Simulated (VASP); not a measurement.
**Y3Si2F: single point with PBE**

Y3Si2F:

```
Y Si F
1.0
     7.17925    0.00000    0.00000
    -3.58963    6.21741    0.00000
     0.00000    0.00000    3.92846
Y Si F
3 2 1
Direct
  0.00000 0.50000 0.02834
  0.50000 0.00000 0.02834
  0.50000 0.50000 0.02834
  0.66667 0.33333 0.52832
  0.33333 0.66667 0.52832
  0.00000 0.00000 0.02835
```

The cell was generated, and may not be a known phase.

```
Program             : VASP 6.6.1
Task                : single point
Functional          : PBE
Potentials or basis : VASP PAW PBE potentials, release 64 (Y_sv, Si, F)
Cutoff              : 520 eV
k mesh              : 6 × 6 × 4
Occupations         : gaussian, width 0.1 eV
Spin                : no spin polarisation
```

The pressure is 0.0 GPa. The band gap on the k mesh is zero (bands 24 and 25 overlap by 0.24 eV).

Levels at points of the mesh, in eV from the Fermi level:
| k point | band 21 | band 22 | band 23 | band 24 | band 25 | band 26 | band 27 | band 28 |
| --- | --- | --- | --- | --- | --- | --- | --- | --- |
| (0.00, 0.00, 0.00) | -1.47 | -0.68 | 0.18 | 0.18 | 0.42 | 0.45 | 0.45 | 1.39 |
| (0.50, 0.00, 0.00) | -1.15 | -0.92 | -0.34 | -0.16 | -0.07 | 0.88 | 1.32 | 1.76 |
| (0.00, 0.00, 0.50) | -1.53 | -0.91 | -0.28 | -0.28 | 0.17 | 0.17 | 1.10 | 1.78 |
| (0.50, 0.00, 0.50) | -1.24 | -0.99 | -0.99 | -0.63 | 0.73 | 1.56 | 1.62 | 2.02 |

Run time: 2.8 min on 1 thread of Intel(R) Xeon(R) Platinum 8259CL CPU @ 2.50GHz (Skylake/Cascade Lake), with other jobs on the host, peak memory 0.34 GiB.

Caveat: the k points lie up to 0.40 Å⁻¹ apart; semilocal functionals underestimate gaps, and a narrow one can read as zero.
